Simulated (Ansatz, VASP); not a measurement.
Two plane-wave programs on Se

File INCAR:

```
ALGO = Normal
EDIFF = 1E-6
ENCUT = 520
GGA = PE
ISIF = 2
ISMEAR = 0
IVDW = 12
LASPH = T
LCHARG = T
LELF = T
LREAL = F
LVHAR = T
LWAVE = F
NBANDS = 16
NELM = 80
PREC = Accurate
SIGMA = 0.05
```

Contents of KPOINTS:

```
k-points
0
Gamma
  9 9 8
```

File POSCAR:

```
Se
1.0
    4.0681465756      0.0000000000      0.0000000000
   -2.0340732878      3.5231182808      0.0000000000
    0.0000000000      0.0000000000      5.1277306289
Se
3
Direct
    0.3087981154      0.0000000000      0.3333333333
    0.0000000000      0.3087981154      0.6666666667
    0.6912018846      0.6912018846      0.0000000000
```

Input for Ansatz:

```yaml
crystal:
  lattice:
    - [4.0681465756, 0.0, 0.0]
    - [-2.0340732878, 3.5231182808, 0.0]
    - [0.0, 0.0, 5.1277306289]
  atoms:
    - { symbol: Se, position: [0.3087981154, 0.0, 0.3333333333] }
    - { symbol: Se, position: [0.0, 0.3087981154, 0.6666666667] }
    - { symbol: Se, position: [0.6912018846, 0.6912018846, 0.0] }
basis:
  ecutwfc: 420
kpoints:
  mp_grid: { grid: [9, 9, 8] }
hamiltonian:
  xc: pbe
  dispersion: d3bj
scf:
  occupations: { method: gaussian, width: 0.05 }
output:
  forces: true
  stress: true
  eigenvalues: true
```

Alike in both runs: task single point; functional PBE; dispersion D3(BJ); k mesh 9 × 9 × 8; occupations gaussian, width 0.05 eV; no spin polarisation.

|  | VASP | Ansatz |
| --- | --- | --- |
| version | VASP 6.6.1 | Ansatz 0.2.0 |
| potentials or method | VASP PAW PBE potentials, release 64 (Se), cutoff 520 eV | scalar-relativistic, plane waves, PAW |
| valence electrons in the cell | 18 | 48 |

```tsv
	VASP	Ansatz	Ansatz less VASP
gap on the k mesh at the Fermi level (eV)	none	none	-
pressure (GPa)	-6.5	-6.5	-0.01
traceless stress, the component that is largest in VASP (GPa)	0.12	0.12	-0.002
rms of the force components (eV/Å)	0.326	0.326	+0.0003
```

Atom by atom the forces differ by 0.000 eV/Å (rms over components). A gap of «none» marks a metal or a gap that the smearing closes. VASP's potentials hold 18 valence electrons a cell and Ansatz's 48, so a difference there can come from the potentials and not from the codes.
